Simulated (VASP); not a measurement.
# P (Pm-3m) in VASP: notebook

The runs below take P through single point, relaxation of cell and atoms, with PBEsol+D4.

All numbers are computed with VASP 6.6.1; they aren't measurements. Logs are shortened: lines on timing, memory, paths and dates and some standing lists are left out, and cuts for length are marked.

## 1. The cell of the first run

The structure is cubic, space group Pm-3m (No. 221). The conventional cell has a = 2.383 Å, b = 2.383 Å, c = 2.383 Å, α = 90.00°, β = 90.00°, γ = 90.00°. Within 3.1 Å of P (site symmetry m-3m) lie 6 P at 2.38 Å.

This isn't the form of P at room conditions, which is orthorhombic.

## 2. Single point, PBEsol+D4

INCAR

```
SYSTEM = P
PREC = Accurate ; ENCUT = 500
EDIFF = 1E-6 ; ISMEAR = 0
SIGMA = 0.1 ; LREAL = .False.
LASPH = .True. ; NELM = 120
ALGO = Normal ; ISIF = 2
LWAVE = .False. ; LCHARG = .False.
GGA = PS ; IVDW = 13
NBANDS = 8 ; GGA_COMPAT = .False.
```

KPOINTS

```
Automatic mesh
0
Gamma
  18 18 18
  0 0 0
```

POSCAR

```
P
1.0
    2.3832705852      0.0000000000      0.0000000000
    0.0000000000      2.3832705852      0.0000000000
    0.0000000000      0.0000000000      2.3832705852
P
1
Direct
    0.0000000000      0.0000000000      0.0000000000
```

Potentials or basis: VASP PAW PBE potentials, release 64 (P).

On the command line:

```
cat potpaw_PBE.64/P/POTCAR > POTCAR
mpirun -np 1 vasp_std > vasp.out
```

OUTCAR:

```text
SYSTEM = P
   PREC = Accurate
   ENCUT = 500
   EDIFF = 1E-6
   ISMEAR = 0
   LREAL = .False.
   LASPH = .True.
   NELM = 120
   ISIF = 2
   GGA = PS
   IVDW = 13

 ion  position               nearest neighbor table
   1  0.000  0.000  0.000-

  LATTYP: Found a simple cubic cell.
 ALAT       =     2.3832705852

  Lattice vectors:

 A1 = (   2.3832705852,   0.0000000000,   0.0000000000)
 A2 = (   0.0000000000,   2.3832705852,   0.0000000000)
 A3 = (   0.0000000000,   0.0000000000,   2.3832705852)

Analysis of symmetry for initial positions (statically):
=====================================================================
 Subroutine PRICEL returns:
 Original cell was already a primitive cell.

 Routine SETGRP: Setting up the symmetry group for a
 simple cubic supercell.

 Subroutine GETGRP returns: Found 48 space group operations
 (whereof 48 operations were pure point group operations)
 out of a pool of 48 trial point group operations.

The static configuration has the point symmetry O_h .

Analysis of symmetry for dynamics (positions and initial velocities):
=====================================================================
 Subroutine PRICEL returns:
 Original cell was already a primitive cell.

 Routine SETGRP: Setting up the symmetry group for a
 simple cubic supercell.

 Subroutine GETGRP returns: Found 48 space group operations
 (whereof 48 operations were pure point group operations)
 out of a pool of 48 trial point group operations.

The dynamic configuration has the point symmetry O_h .

 Subroutine INISYM returns: Found 48 space group operations
 (whereof 48 operations are pure point group operations),
 and found     1 'primitive' translations

----------------------------------------------------------------------------------------

                                     Primitive cell

  volume of cell :      13.5369

  direct lattice vectors                    reciprocal lattice vectors
     2.383270585  0.000000000  0.000000000     0.419591467  0.000000000  0.000000000
     0.000000000  2.383270585  0.000000000     0.000000000  0.419591467  0.000000000
     0.000000000  0.000000000  2.383270585     0.000000000  0.000000000  0.419591467

  length of vectors
     2.383270585  2.383270585  2.383270585     0.419591467  0.419591467  0.419591467

  position of ions in fractional coordinates (direct lattice)
     0.000000000  0.000000000  0.000000000

  ion indices of the primitive-cell ions
   primitive index   ion index
                 1           1

----------------------------------------------------------------------------------------

 KPOINTS: Automatic mesh

Automatic generation of k-mesh.
 Grid dimensions read from file:
 generate k-points for:   18   18   18

 Generating k-lattice:

  Cartesian coordinates                     Fractional coordinates (reciprocal lattice)
     0.023310637  0.000000000  0.000000000     0.055555556  0.000000000  0.000000000
     0.000000000  0.023310637  0.000000000     0.000000000  0.055555556  0.000000000
     0.000000000  0.000000000  0.023310637     0.000000000  0.000000000  0.055555556

  Length of vectors
     0.023310637  0.023310637  0.023310637

  Shift w.r.t. Gamma in fractional coordinates (k-lattice)
     0.000000000  0.000000000  0.000000000

 Subroutine IBZKPT returns following result:
 ===========================================

 Found    220 irreducible k-points:

 Following reciprocal coordinates:
            Coordinates               Weight
  0.000000  0.000000  0.000000      1.000000
  0.055556  0.000000  0.000000      6.000000
  0.111111  0.000000  0.000000      6.000000
  0.166667  0.000000  0.000000      6.000000
  0.222222  0.000000  0.000000      6.000000
  0.277778  0.000000  0.000000      6.000000
[... 16 lines left out ...]
  0.277778  0.111111  0.000000     24.000000
  0.333333  0.111111  0.000000     24.000000
 [... further k-points ...]
   k-points           NKPTS =    220   k-points in BZ     NKDIM =    220   number of bands    NBANDS=      8
   number of dos      NEDOS =    301   number of ions     NIONS =      1
   total plane-waves  NPLWV =   5832
   dimension x,y,z NGX =    18 NGY =   18 NGZ =   18
   dimension x,y,z NGXF=    36 NGYF=   36 NGZF=   36
   ions per type =               1
   NGX,Y,Z   is equivalent  to a cutoff of  12.56, 12.56, 12.56 a.u.
   NGXF,Y,Z  is equivalent  to a cutoff of  25.11, 25.11, 25.11 a.u.
 SYSTEM =  P
   PREC   = accura    normal or accurate (medium, high low for compatibility)
   ISTART =      0    job   : 0-new  1-cont  2-samecut
   ICHARG =      2    charge: 1-file 2-atom 10-const
   ISPIN  =      1    spin polarized calculation?
   LNONCOLLINEAR =      F non collinear calculations
   LSORBIT =      F    spin-orbit coupling
   LASPH  =      T    aspherical Exc in radial PAW
   ENCUT  =  500.0 eV  36.75 Ry    6.06 a.u.   4.35  4.35  4.35*2*pi/ulx,y,z
   NELM   =    120;   NELMIN=  2; NELMDL= -5     # of ELM steps
   EDIFF  = 0.1E-05   stopping-criterion for ELM
   LREAL  =      F    real-space projection
   EDIFFG = 0.1E-04   stopping-criterion for IOM
   NSW    =      0    number of steps for IOM
   IBRION =     -1    ionic relax: 0-MD 1-quasi-New 2-CG
   NFREE  =      0    steps in history (QN), initial steepest desc. (CG)
   ISIF   =      2    stress and relaxation
   ISYM   =      2    0-nonsym 1-usesym 2-fastsym
   POTIM  = 0.5000    time-step for ionic-motion
   TEBEG  =    0.0;   TEEND  =   0.0 temperature during run
   PSTRESS=    0.0 pullay stress
   NELECT =       5.0000    total number of electrons
   NUPDOWN=      -1.0000    fix difference up-down
   EMIN   =  10.00;   EMAX   =-10.00  energy-range for DOS
   EFERMI =   0.00;   METHOD = LEGACY
   ISMEAR =     0;   SIGMA  =   0.10  broadening in eV -4-tet -1-fermi 0-gaus
   EFERMI_NEDOS =   21; number of points for ismear=-14 and -15
   IALGO  =     38    algorithm
   IMIX   =      4    mixing-type and parameters
     AMIX     =   0.40;   BMIX     =  1.00
     AMIX_MAG =   1.60;   BMIX_MAG =  1.00
  volume/ion in A,a.u.               =      13.54        91.35
  Fermi-wavevector in a.u.,A,eV,Ry     =   1.174604  2.219680 18.771884  1.379695
  Thomas-Fermi vector in A             =   2.310998
   LORBIT       =      0    0 simple, 1 ext, 2 COOP (PROOUT), +10 PAW based schemes
   GGA     = PS    functional components
   LHFCALC =     F    Hartree Fock is set to
   AEXX    =    0.0000 exact exchange contribution
   IVDW    =    13    specifies the selected vdW correction
   LEPSILON=     F    determine dielectric tensor
   LRPA    =     F    only Hartree local field effects (RPA)
 non-spin polarized calculation
 Gauss-broadening in eV      SIGMA  =   0.10
  energy-cutoff  :      500.00
  volume of cell :       13.54
 maximum number of plane-waves:       360
 NGX is ok and might be reduce to    18
   NGX =  9   NGY =  9   NGZ =  9

 number of electron       4.9999999 magnetization

 Free energy of the ion-electron system (eV)
  ---------------------------------------------------
  ext. energy  EPLUGINS =         0.00000000
  ---------------------------------------------------
  free energy    TOTEN  =        -5.75243942 eV

  energy without entropy =       -5.75076685  energy(sigma->0) =       -5.75160314

 E-fermi :  10.5803     XC(G=0): -11.6958

 val. band max:       10.5584767962   @ k =   0.5000   0.2778   0.1111
 cond. band min:      10.6297610441   @ k =   0.1667   0.1111   0.1111
 fundamental gap:      0.0712842478
 Fermi energy:        10.5803441221

 k-point     1 :       0.0000    0.0000    0.0000
  band No.  band energies     occupation
      1      -6.6179      2.00000
      2      16.0764      0.00000
      3      16.0764      0.00000
      4      16.0764      0.00000
      5      17.3969      0.00000
      6      17.3969      0.00000
      7      25.6285      0.00000
      8      36.1588      0.00000

 k-point     2 :       0.0556    0.0000    0.0000
  band No.  band energies     occupation
      1      -6.5431      2.00000
      2      14.4742      0.00000
      3      16.1362      0.00000
      4      16.1362      0.00000
      5      17.4569      0.00000
      6      18.9077      0.00000
      7      25.8827      0.00000
      8      35.5695      0.00000

 k-point     3 :       0.1111    0.0000    0.0000
  band No.  band energies     occupation
      1      -6.3192      2.00000
      2      12.3659      0.00000
      3      16.3145      0.00000
      4      16.3145      0.00000
      5      17.6346      0.00000
      6      20.6912      0.00000
      7      26.6833      0.00000
      8      34.1793      0.00000

 k-point     4 :       0.1667    0.0000    0.0000
  band No.  band energies     occupation
      1      -5.9479      2.00000
      2      10.2858      1.99997
      3      16.6073      0.00000
      4      16.6073      0.00000
      5      17.9226      0.00000
      6      22.1474      0.00000
      7      28.0445      0.00000
      8      32.5002      0.00000

 k-point     5 :       0.2222    0.0000    0.0000
  band No.  band energies     occupation
      1      -5.4330      2.00000
      2       8.2912      2.00000
      3      17.0065      0.00000
      4      17.0065      0.00000
      5      18.3063      0.00000
      6      23.3035      0.00000
      7      29.7428      0.00000
      8      30.7896      0.00000
[... 177 lines left out ...]
 k-point    22 :       0.2222    0.1111    0.0000
  band No.  band energies     occupation
      1      -5.1352      2.00000
      2       8.5181      2.00000
      3      13.5593      0.00000
      4      17.2414      0.00000
      5      20.4953      0.00000
      6      25.0087      0.00000
      7      27.7598      0.00000
      8      30.8374      0.00000

 k-point    23 :       0.2778    0.1111    0.0000
  band No.  band energies     occupation
      1      -4.4840      2.00000
      2       6.6633      2.00000
      3      14.0615      0.00000
      4      17.7295      0.00000
      5      21.0027      0.00000
      6      25.2865      0.00000
      7      27.1171      0.00000
      8      29.3859      0.00000

 k-point    24 :       0.3333    0.1111    0.0000
  band No.  band energies     occupation
      1      -3.7104      2.00000
      2       4.9372      2.00000
      3      14.6405      0.00000
      4      18.2781      0.00000
      5      21.5195      0.00000
      6      24.3626      0.00000
      7      27.5380      0.00000
      8      27.9344      0.00000

 [... further k-points ...]

------------------------ aborting loop because EDIFF is reached ----------------------------------------

  DFT-D4 for vdW energy calculation

  Edisp (eV):   -0.30345

  FORCE on cell =-STRESS in cart. coord.  units (eV):
  Direction    XX          YY          ZZ          XY          YZ          ZX
  --------------------------------------------------------------------------------------
  -------------------------------------------------------------------------------------
  Total       0.26332     0.26332     0.26332    -0.00000     0.00000    -0.00000
  in kB      31.16524    31.16524    31.16524    -0.00000     0.00000    -0.00000
  external pressure =       31.17 kB  Pullay stress =        0.00 kB

 VOLUME and BASIS-vectors are now :
 -----------------------------------------------------------------------------
  energy-cutoff  :      500.00
  volume of cell :       13.54
      direct lattice vectors                 reciprocal lattice vectors
     2.383270585  0.000000000  0.000000000     0.419591467  0.000000000  0.000000000
     0.000000000  2.383270585  0.000000000     0.000000000  0.419591467  0.000000000
     0.000000000  0.000000000  2.383270585     0.000000000  0.000000000  0.419591467

 POSITION                                       TOTAL-FORCE (eV/Angst)
 -----------------------------------------------------------------------------------
      0.00000      0.00000      0.00000         0.000000      0.000000      0.000000
 -----------------------------------------------------------------------------------
    total drift:                                0.000000      0.000000      0.000000

  FREE ENERGIE OF THE ION-ELECTRON SYSTEM (eV)
  ---------------------------------------------------
  free  energy   TOTEN  =        -6.0558844528 eV

  energy  without entropy=       -6.0542118832  energy(sigma->0) =       -6.05504817
```

Wall time 8 s (1 thread of Intel Xeon 6975P-C (Granite Rapids), shared host); peak memory 0.12 GiB.

What came out:

```yaml
Free_energy: -6.0559 eV
Pressure: 3.1 GPa
Band_gap_on_the_k_mesh: zero (an odd number of electrons rules out a gap without spin polarisation)
Dispersion_energy_per_atom: -0.303 eV
```

Levels at points of the mesh, in eV from the Fermi level:
| k point | band 1 | band 2 | band 3 | band 4 | band 5 | band 6 | band 7 | band 8 |
| --- | --- | --- | --- | --- | --- | --- | --- | --- |
| (0.00, 0.00, 0.00) | -17.20 | 5.50 | 5.50 | 5.50 | 6.82 | 6.82 | 15.05 | 25.58 |
| (0.50, 0.00, 0.00) | -12.46 | -9.28 | 8.65 | 8.65 | 9.58 | 14.76 | 14.76 | 17.25 |
| (0.50, 0.50, 0.00) | -7.29 | -5.56 | -5.56 | 0.50 | 11.58 | 17.50 | 17.50 | 18.20 |
| (0.50, 0.50, 0.50) | -2.17 | -2.17 | -2.17 | -0.68 | 4.47 | 4.47 | 4.47 | 10.80 |

Caveat: the cell stands under pressure; the PAW data sets were made with another functional, which shifts forces and pressure a little.

(Part 1 of 2 ends here.)
